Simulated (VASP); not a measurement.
# Ta (P6_3/mmc) in VASP: notebook

Aim: see how the results for Ta move with the level of theory and the settings. Levels: PBEsol, revPBE+D3(BJ), BLYP+D3(BJ), revPBE+D4. Tasks: single point, relaxation of cell and atoms.

Program: VASP 6.6.1. These are calculated values, not measurements. Logs are shortened: lines on timing, memory, paths and dates and some standing lists are left out, and cuts for length are marked.

### 1 The cell of the first run

Symmetry: P6_3/mmc, No. 194, hexagonal system. Conventional cell: a = 2.957 Å, b = 2.957 Å, c = 5.268 Å, α = 90.00°, β = 90.00°, γ = 120.00°. Within 3.9 Å of Ta (site symmetry -6m2) lie 12 Ta at 2.96 to 3.14 Å.

### 2 Single point, PBEsol (volume scaled by 1.06)

Contents of INCAR:

```
SYSTEM = Ta
PREC = Accurate
ENCUT = 520
EDIFF = 1E-6
ISMEAR = -1
SIGMA = 0.05
LREAL = .False.
LASPH = .True.
NELM = 80
ALGO = Normal
ISIF = 2
LWAVE = .False.
LCHARG = .False.
GGA = PS
NBANDS = 18
```

Contents of KPOINTS:

```
Automatic mesh
0
Gamma
  11 11 5
  0 0 0
```

Contents of POSCAR:

```
Ta
1.0
    2.9572565550      0.0000000000      0.0000000000
   -1.4786282775      2.5610593022      0.0000000000
    0.0000000000      0.0000000000      5.2675992145
Ta
2
Direct
    0.3333333333      0.6666666667      0.2500000000
    0.6666666667      0.3333333333      0.7500000000
```

Potentials or basis: VASP PAW PBE potentials, release 64 (Ta_pv).

Command:

```console
cat potpaw_PBE.64/Ta_pv/POTCAR > POTCAR
mpirun -np 1 vasp_std > vasp.out
```

OUTCAR:

```text
SYSTEM = Ta
   PREC = Accurate
   ENCUT = 520
   EDIFF = 1E-6
   ISMEAR = -1
   LREAL = .False.
   LASPH = .True.
   NELM = 80
   ISIF = 2
   GGA = PS

 ion  position               nearest neighbor table
   1  0.333  0.667  0.250-   2 3.14   2 3.14   2 3.14   2 3.14   2 3.14   2 3.14
   2  0.667  0.333  0.750-   1 3.14   1 3.14   1 3.14   1 3.14   1 3.14   1 3.14

  LATTYP: Found a hexagonal cell.
 ALAT       =     2.9572565550
 C/A-ratio  =     1.7812452577

  Lattice vectors:

 A1 = (   2.9572565550,   0.0000000000,   0.0000000000)
 A2 = (  -1.4786282775,   2.5610593022,   0.0000000000)
 A3 = (   0.0000000000,   0.0000000000,   5.2675992145)

Analysis of symmetry for initial positions (statically):
=====================================================================
 Subroutine PRICEL returns:
 Original cell was already a primitive cell.

 Routine SETGRP: Setting up the symmetry group for a
 hexagonal supercell.

 Subroutine GETGRP returns: Found 24 space group operations
 (whereof 12 operations were pure point group operations)
 out of a pool of 24 trial point group operations.

The static configuration has the point symmetry D_3d.
 The point group associated with its full space group is D_6h.

Analysis of symmetry for dynamics (positions and initial velocities):
=====================================================================
 Subroutine PRICEL returns:
 Original cell was already a primitive cell.

 Routine SETGRP: Setting up the symmetry group for a
 hexagonal supercell.

 Subroutine GETGRP returns: Found 24 space group operations
 (whereof 12 operations were pure point group operations)
 out of a pool of 24 trial point group operations.

The dynamic configuration has the point symmetry D_3d.
 The point group associated with its full space group is D_6h.

 Subroutine INISYM returns: Found 24 space group operations
 (whereof 12 operations are pure point group operations),
 and found     1 'primitive' translations

----------------------------------------------------------------------------------------

                                     Primitive cell

  volume of cell :      39.8953

  direct lattice vectors                    reciprocal lattice vectors
     2.957256555  0.000000000  0.000000000     0.338151250  0.195231715  0.000000000
    -1.478628277  2.561059302  0.000000000     0.000000000  0.390463430  0.000000000
     0.000000000  0.000000000  5.267599214     0.000000000  0.000000000  0.189839804

  length of vectors
     2.957256555  2.957256555  5.267599214     0.390463430  0.390463430  0.189839804

  position of ions in fractional coordinates (direct lattice)
     0.333333333  0.666666667  0.250000000
     0.666666667  0.333333333  0.750000000

  ion indices of the primitive-cell ions
   primitive index   ion index
                 1           1
                 2           2

----------------------------------------------------------------------------------------

 KPOINTS: Automatic mesh

Automatic generation of k-mesh.
 Grid dimensions read from file:
 generate k-points for:   11   11    5

 Generating k-lattice:

  Cartesian coordinates                     Fractional coordinates (reciprocal lattice)
     0.030741023  0.017748338  0.000000000     0.090909091  0.000000000  0.000000000
     0.000000000  0.035496675  0.000000000     0.000000000  0.090909091  0.000000000
     0.000000000  0.000000000  0.037967961     0.000000000  0.000000000  0.200000000

  Length of vectors
     0.035496675  0.035496675  0.037967961

  Shift w.r.t. Gamma in fractional coordinates (k-lattice)
     0.000000000  0.000000000  0.000000000

 Subroutine IBZKPT returns following result:
 ===========================================

 Found     48 irreducible k-points:

 Following reciprocal coordinates:
            Coordinates               Weight
  0.000000  0.000000  0.000000      1.000000
  0.090909 -0.000000  0.000000      6.000000
  0.181818 -0.000000  0.000000      6.000000
  0.272727  0.000000  0.000000      6.000000
  0.363636 -0.000000  0.000000      6.000000
  0.454545 -0.000000  0.000000      6.000000
[... 16 lines left out ...]
  0.090909  0.090909  0.200000     12.000000
  0.181818  0.090909  0.200000     24.000000
 [... further k-points ...]
   k-points           NKPTS =     48   k-points in BZ     NKDIM =     48   number of bands    NBANDS=     18
   number of dos      NEDOS =    301   number of ions     NIONS =      2
   total plane-waves  NPLWV =  23040
   dimension x,y,z NGX =    24 NGY =   24 NGZ =   40
   dimension x,y,z NGXF=    48 NGYF=   48 NGZF=   80
   ions per type =               2
   NGX,Y,Z   is equivalent  to a cutoff of  13.49, 13.49, 12.62 a.u.
   NGXF,Y,Z  is equivalent  to a cutoff of  26.98, 26.98, 25.25 a.u.
 SYSTEM =  Ta
   PREC   = accura    normal or accurate (medium, high low for compatibility)
   ISTART =      0    job   : 0-new  1-cont  2-samecut
   ICHARG =      2    charge: 1-file 2-atom 10-const
   ISPIN  =      1    spin polarized calculation?
   LNONCOLLINEAR =      F non collinear calculations
   LSORBIT =      F    spin-orbit coupling
   LASPH  =      T    aspherical Exc in radial PAW
   ENCUT  =  520.0 eV  38.22 Ry    6.18 a.u.   5.50  5.50  9.79*2*pi/ulx,y,z
   NELM   =     80;   NELMIN=  2; NELMDL= -5     # of ELM steps
   EDIFF  = 0.1E-05   stopping-criterion for ELM
   LREAL  =      F    real-space projection
   EDIFFG = 0.1E-04   stopping-criterion for IOM
   NSW    =      0    number of steps for IOM
   IBRION =     -1    ionic relax: 0-MD 1-quasi-New 2-CG
   NFREE  =      0    steps in history (QN), initial steepest desc. (CG)
   ISIF   =      2    stress and relaxation
   ISYM   =      2    0-nonsym 1-usesym 2-fastsym
   POTIM  = 0.5000    time-step for ionic-motion
   TEBEG  =    0.0;   TEEND  =   0.0 temperature during run
   PSTRESS=    0.0 pullay stress
   NELECT =      22.0000    total number of electrons
   NUPDOWN=      -1.0000    fix difference up-down
   EMIN   =  10.00;   EMAX   =-10.00  energy-range for DOS
   EFERMI =   0.00;   METHOD = LEGACY
   ISMEAR =    -1;   SIGMA  =   0.05  broadening in eV -4-tet -1-fermi 0-gaus
   EFERMI_NEDOS =   21; number of points for ismear=-14 and -15
   IALGO  =     38    algorithm
   IMIX   =      4    mixing-type and parameters
     AMIX     =   0.40;   BMIX     =  1.00
     AMIX_MAG =   1.60;   BMIX_MAG =  1.00
  volume/ion in A,a.u.               =      19.95       134.61
  Fermi-wavevector in a.u.,A,eV,Ry     =   1.342482  2.536924 24.521223  1.802259
  Thomas-Fermi vector in A             =   2.470633
   LORBIT       =      0    0 simple, 1 ext, 2 COOP (PROOUT), +10 PAW based schemes
   GGA     = PS    functional components
   LHFCALC =     F    Hartree Fock is set to
   AEXX    =    0.0000 exact exchange contribution
   IVDW    =     0    specifies the selected vdW correction
   LEPSILON=     F    determine dielectric tensor
   LRPA    =     F    only Hartree local field effects (RPA)
 non-spin polarized calculation
  energy-cutoff  :      520.00
  volume of cell :       39.90
 maximum number of plane-waves:      1099
 NGX is ok and might be reduce to    24
   NGX = 11   NGY = 11   NGZ = 19

 number of electron      22.0000000 magnetization

 Free energy of the ion-electron system (eV)
  ---------------------------------------------------
  ext. energy  EPLUGINS =         0.00000000
  ---------------------------------------------------
  free energy    TOTEN  =       -24.33413427 eV

  energy without entropy =      -24.31263987  energy(sigma->0) =      -24.32338707

 E-fermi :   4.9478     XC(G=0): -12.2006

 val. band max:        4.9394521714   @ k =   0.2727   0.2727   0.0000
 cond. band min:       4.9534170621   @ k =   0.2727   0.0909   0.4000
 fundamental gap:      0.0139648907
 Fermi energy:         4.9478173324

 k-point     1 :       0.0000    0.0000    0.0000
  band No.  band energies     occupation
      1     -29.6228      2.00000
      2     -28.9617      2.00000
      3     -28.8482      2.00000
      4     -28.8482      2.00000
      5     -28.7805      2.00000
      6     -28.7805      2.00000
[... 10 lines left out ...]
     17       9.7024      0.00000
     18       9.7024      0.00000

 k-point     2 :       0.0909   -0.0000    0.0000
  band No.  band energies     occupation
      1     -29.6015      2.00000
      2     -28.9642      2.00000
      3     -28.9174      2.00000
      4     -28.8671      2.00000
      5     -28.8511      2.00000
      6     -28.7935      2.00000
[... 10 lines left out ...]
     17       9.8097      0.00000
     18      10.2877      0.00000

 k-point     3 :       0.1818   -0.0000    0.0000
  band No.  band energies     occupation
      1     -29.5416      2.00000
      2     -29.1014      2.00000
      3     -29.0353      2.00000
      4     -28.9733      2.00000
      5     -28.9164      2.00000
      6     -28.8293      2.00000
[... 10 lines left out ...]
     17       9.9760      0.00000
     18      11.4961      0.00000

 k-point     4 :       0.2727    0.0000    0.0000
  band No.  band energies     occupation
      1     -29.4552      2.00000
      2     -29.3384      2.00000
      3     -29.2660      2.00000
      4     -28.9930      2.00000
      5     -28.9790      2.00000
      6     -28.8771      2.00000
[... 10 lines left out ...]
     17      10.0595      0.00000
     18      12.2301      0.00000

 k-point     5 :       0.3636   -0.0000    0.0000
  band No.  band energies     occupation
      1     -29.5515      2.00000
      2     -29.4692      2.00000
      3     -29.3611      2.00000
      4     -29.0350      2.00000
      5     -29.0254      2.00000
      6     -28.9214      2.00000
[... 10 lines left out ...]
     17      10.0671      0.00000
     18      12.0333      0.00000

 k-point     6 :       0.4545   -0.0000    0.0000
  band No.  band energies     occupation
      1     -29.6758      2.00000
      2     -29.5867      2.00000
      3     -29.2894      2.00000
      4     -29.0677      2.00000
      5     -29.0602      2.00000
      6     -28.9479      2.00000
[... 10 lines left out ...]
     17      10.9377      0.00000
     18      12.1345      0.00000

 k-point     7 :       0.0909    0.0909    0.0000
  band No.  band energies     occupation
      1     -29.5608      2.00000
      2     -29.0327      2.00000
      3     -28.9899      2.00000
      4     -28.9700      2.00000
      5     -28.8922      2.00000
      6     -28.8269      2.00000
[... 10 lines left out ...]
     17       9.8316      0.00000
     18      11.2209      0.00000

 k-point     8 :       0.1818    0.0909    0.0000
  band No.  band energies     occupation
      1     -29.4875      2.00000
      2     -29.2298      2.00000
      3     -29.1858      2.00000
      4     -28.9846      2.00000
      5     -28.9605      2.00000
      6     -28.8811      2.00000
[... 10 lines left out ...]
     17       9.8293      0.00000
     18      12.4211      0.00000
[... 229 lines left out ...]
     17       9.7799      0.00000
     18      10.5915      0.00000

 k-point    20 :       0.2727    0.0000    0.2000
  band No.  band energies     occupation
      1     -29.4542      2.00000
      2     -29.3122      2.00000
      3     -29.2713      2.00000
      4     -29.0161      2.00000
      5     -28.9693      2.00000
      6     -28.8869      2.00000
[... 10 lines left out ...]
     17       9.8183      0.00000
     18      11.0737      0.00000

 k-point    21 :       0.3636   -0.0000    0.2000
  band No.  band energies     occupation
      1     -29.5722      2.00000
      2     -29.4974      2.00000
      3     -29.2970      2.00000
      4     -29.0397      2.00000
      5     -29.0242      2.00000
      6     -28.9324      2.00000
[... 10 lines left out ...]
     17      10.1192      0.00000
     18      11.2748      0.00000

 k-point    22 :       0.4545   -0.0000    0.2000
  band No.  band energies     occupation
      1     -29.6871      2.00000
      2     -29.6119      2.00000
      3     -29.2463      2.00000
      4     -29.0646      2.00000
      5     -29.0564      2.00000
      6     -28.9595      2.00000
[... 10 lines left out ...]
     17      10.9693      0.00000
     18      11.2849      0.00000

 k-point    23 :       0.0909    0.0909    0.2000
  band No.  band energies     occupation
      1     -29.5113      2.00000
      2     -29.0619      2.00000
      3     -29.0226      2.00000
      4     -28.9606      2.00000
      5     -28.8859      2.00000
      6     -28.8343      2.00000
[... 10 lines left out ...]
     17       9.6709      0.00000
     18      10.5009      0.00000

 k-point    24 :       0.1818    0.0909    0.2000
  band No.  band energies     occupation
      1     -29.4597      2.00000
      2     -29.2238      2.00000
      3     -29.1953      2.00000
      4     -29.0146      2.00000
      5     -28.9488      2.00000
      6     -28.8892      2.00000
[... 10 lines left out ...]
     17       9.6121      0.00000
     18      11.1033      0.00000

 [... further k-points ...]

------------------------ aborting loop because EDIFF is reached ----------------------------------------

  FORCE on cell =-STRESS in cart. coord.  units (eV):
  Direction    XX          YY          ZZ          XY          YZ          ZX
  --------------------------------------------------------------------------------------
  -------------------------------------------------------------------------------------
  Total       -4.2872056     -4.2872056     -3.6253806     -0.0000000      0.0000000      0.0000000
  in kB     -172.1723986   -172.1723986   -145.5937798     -0.0000000      0.0000000      0.0000000
  external PRESSURE =    -163.3128590 kB  Pullay stress =       0.0000000 kB

 VOLUME and BASIS-vectors are now :
 -----------------------------------------------------------------------------
  energy-cutoff  :      520.00
  volume of cell :       39.90
      direct lattice vectors                 reciprocal lattice vectors
     2.957256555  0.000000000  0.000000000     0.338151250  0.195231715  0.000000000
    -1.478628277  2.561059302  0.000000000     0.000000000  0.390463430  0.000000000
     0.000000000  0.000000000  5.267599214     0.000000000  0.000000000  0.189839804

 POSITION                                       TOTAL-FORCE (eV/Angst)
 -----------------------------------------------------------------------------------
     -0.00000      1.70737      1.31690         0.000000     -0.000000      0.000000
      1.47863      0.85369      3.95070        -0.000000      0.000000      0.000000
 -----------------------------------------------------------------------------------
    total drift:                               -0.000000      0.000000     -0.000000

  FREE ENERGIE OF THE ION-ELECTRON SYSTEM (eV)
  ---------------------------------------------------
  free  energy   TOTEN  =       -24.3341342735 eV

  energy  without entropy=      -24.3126398709  energy(sigma->0) =      -24.32338707
```

Wall time 27 s (1 thread of Intel Xeon Platinum 8375C at 2.90GHz (Ice Lake), shared host); peak memory 0.17 GiB.

What came out:

```
Free energy            : -24.3341 eV
Pressure               : -16.3 GPa
Band gap on the k mesh : zero (band 11 reaches 5.73 eV, above the bottom of band 12 at 4.39 eV)
```

Stress tensor (GPa, compression positive):
```
-17.22   0.00   0.00
  0.00 -17.22   0.00
  0.00   0.00 -14.56
```

Levels at points of the mesh, in eV from the Fermi level:
```csv
k point,band 8,band 9,band 10,band 11,band 12,band 13,band 14,band 15
"(0.00, 0.00, 0.00)",-4.71,-0.49,-0.25,0.59,0.59,1.10,1.10,2.77
```

Caveat: the cell differs from its parent crystal (volume scaled by 1.06); the PAW data sets were made with another functional, which shifts forces and pressure a little; spin-orbit coupling is left out, which moves the levels of the heavy elements.

### 3 Single point, revPBE+D3(BJ)

This run uses another cell than the first one, of 17.98 Å³/atom, 0.901 times its volume.

Contents of INCAR:

```
  PREC = Accurate
  ENCUT = 520
  EDIFF = 1E-7
  ISMEAR = -1
  SIGMA = 0.05
  LREAL = False
  LASPH = True
  NELM = 100
  ALGO = Normal
  ISIF = 2
  LWAVE = False
  LCHARG = False
  GGA = RE
  IVDW = 12
  NBANDS = 18
```

Contents of KPOINTS:

```
regular mesh
0
Gamma
  11 11 5
```

Contents of POSCAR:

```
Ta
1.0
    2.8579723326      0.0000000000      0.0000000000
   -1.4289861663      2.4750766434      0.0000000000
    0.0000000000      0.0000000000      5.0833232532
Ta
2
Direct
    0.3333333333      0.6666666667      0.2500000000
    0.6666666667      0.3333333333      0.7500000000
```

Potentials or basis: VASP PAW PBE potentials, release 64 (Ta_pv).

Command:

```console
cat potpaw_PBE.64/Ta_pv/POTCAR > POTCAR
mpirun -np 1 vasp_std > vasp.out
```

It took 10 s on 1 thread of Intel Xeon 6975P-C (Granite Rapids), shared host; peak memory 0.18 GiB.

It converged, with:

```
Free energy                : -24.5915 eV
Pressure                   : 0.1 GPa
Band gap on the k mesh     : zero (band 11 reaches 7.02 eV, above the bottom of band 12 at 5.44 eV)
Dispersion energy per atom : -1.178 eV
```

Levels at points of the mesh, in eV from the Fermi level:
```
           k point  band 7  band 8  band 9  band 10  band 11  band 12  band 13  band 14  band 15  band 16
(0.00, 0.00, 0.00)   -8.39   -5.08   -0.63    -0.05     0.58     0.58     1.18     1.18     3.08     3.08
```

Caveat: the PAW data sets were made with another functional, which shifts forces and pressure a little; spin-orbit coupling is left out, which moves the levels of the heavy elements; pairwise dispersion overbinds metals, which lowers pressure and volume.

[end of part 1 of 2]
